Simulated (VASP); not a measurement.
HfBi2O2:

```
Hf Bi O
1.0
     4.12823    0.00000    0.00000
    -2.06411    3.57515    0.00000
     0.00000    0.00000    6.98875
Hf Bi O
1 2 2
Cartesian
  0.0000 0.0000 0.0000
  0.0000 2.3834 1.8213
  2.0641 1.1917 5.1675
  0.0000 2.3834 4.4155
  2.0641 1.1917 2.5733
```

The cell was built from a structure type or drawn by symmetry, and may not be a known phase.

| Quantity | Value |
| --- | --- |
| Program | VASP 6.6.1 |
| Task | relaxation of cell and atoms |
| Functional | PBE |
| Potentials or basis | VASP PAW PBE potentials, release 64 (Hf_pv, Bi_d, O) |
| Cutoff | 600 eV |
| k mesh | 6 × 6 × 4 |
| Occupations | gaussian, width 0.1 eV |
| Spin | no spin polarisation |

At the start: pressure -0.2 GPa; volume 20.63 Å³/atom.

Problem. Where does the relaxation end?

Solution. Over 8 steps the energy falls by 86.7 meV/atom and the volume is 20.87 Å³/atom (+1.2 %); space group P-3m1 (No. 164, to 0.1 Å) before and after.

Step by step:
```csv
step,energy change (eV),largest force (eV/Å),pressure (GPa),volume (Å³)
1,0.0000,1.8531,-0.16,103.15
2,-0.2868,1.1504,0.16,102.82
3,-0.4178,0.2299,1.87,102.32
4,-0.4237,0.0792,1.40,102.42
5,-0.4238,0.0324,1.47,102.41
6,-0.4277,0.0643,-1.14,105.87
7,-0.4329,0.0492,-0.06,104.36
8,-0.4335,0.0267,-0.04,104.36
```

Final structure:
```xyz
5
Lattice="4.1917 0.0000 0.0000 -2.0959 3.6301 0.0000 0.0000 0.0000 6.8586" Properties=species:S:1:pos:R:3 pbc="T T T"
Hf   -2.0959    3.6301    0.0000
Bi    0.0000    2.4201    1.9911
Bi    2.0959    1.2100    4.8674
O     0.0000    2.4201    4.3505
O     2.0959    1.2100    2.5080
```
